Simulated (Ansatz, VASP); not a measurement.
**Two plane-wave programs on Mo**

INCAR

```
SYSTEM = Mo
  PREC = Accurate
  ENCUT = 520
  EDIFF = 1E-6
  ISMEAR = 1
  SIGMA = 0.1
  LREAL = .FALSE.
  LASPH = .TRUE.
  NELM = 60
  ALGO = Normal
  ISIF = 2
  LWAVE = .FALSE.
  LCHARG = .FALSE.
  NBANDS = 58
```

The input KPOINTS:

```
Automatic mesh
0
G
  16 16 1
  0 0 0
```

POSCAR

```
Mo
1.0
    3.1150000000      0.0000000000      0.0000000000
    0.0000000000      3.1150000000      0.0000000000
    0.0000000000      0.0000000000     21.3450000000
Mo
7
Direct
    0.0000000000      0.0000000000      0.2810962755
    0.5000000000      0.5000000000      0.3540641836
    0.0000000000      0.0000000000      0.4270320918
    0.5000000000      0.5000000000      0.5000000000
    0.0000000000      0.0000000000      0.5729679082
    0.5000000000      0.5000000000      0.6459358164
    0.0000000000      0.0000000000      0.7189037245
```

Input for Ansatz:

```yaml
crystal:
  lattice:
    - [3.115, 0.0, 0.0]
    - [0.0, 3.115, 0.0]
    - [0.0, 0.0, 21.345]
  atoms:
    - { symbol: Mo, position: [0.0, 0.0, 0.2810962755] }
    - { symbol: Mo, position: [0.5, 0.5, 0.3540641836] }
    - { symbol: Mo, position: [0.0, 0.0, 0.4270320918] }
    - { symbol: Mo, position: [0.5, 0.5, 0.5] }
    - { symbol: Mo, position: [0.0, 0.0, 0.5729679082] }
    - { symbol: Mo, position: [0.5, 0.5, 0.6459358164] }
    - { symbol: Mo, position: [0.0, 0.0, 0.7189037245] }
scf:
  occupations: { method: methfessel_paxton, width: 0.1 }
output:
  forces: true
  stress: false
  eigenvalues: true
  write_density: true
  write_potential: true
  elf: true
  volumetric_format: npy
hamiltonian:
  xc: lda
kpoints:
  mp_grid: { grid: [16, 16, 1] }
```

Alike in both runs: task single point; functional LDA; k mesh 16 × 16 × 1; occupations methfessel-paxton of order 1, width 0.1 eV; no spin polarisation.

|  | VASP | Ansatz |
| --- | --- | --- |
| version | VASP 6.6.1 | Ansatz 0.2.0 |
| potentials or method | VASP PAW LDA potentials, release 64 (Mo_sv) | scalar-relativistic, plane waves, PAW |
| plane-wave cutoff (eV) | 520 | 420 |
| valence electrons in the cell | 98 | 98 |

Ansatz gave:

```
gap on the k mesh at the Fermi level (eV) : none
rms of the force components (eV/Å)        : 0.663
```

Estimate VASP's values.

gap on the k mesh at the Fermi level (eV): none; rms of the force components (eV/Å): 0.649.

LDA's correlation is that of Perdew and Zunger in VASP and of Perdew and Wang (1992) in Ansatz. Atom by atom the forces differ by 0.020 eV/Å (rms over components). A gap of «none» marks a metal or a gap that the smearing closes. Ansatz's warnings: xc potential rough in thin density.
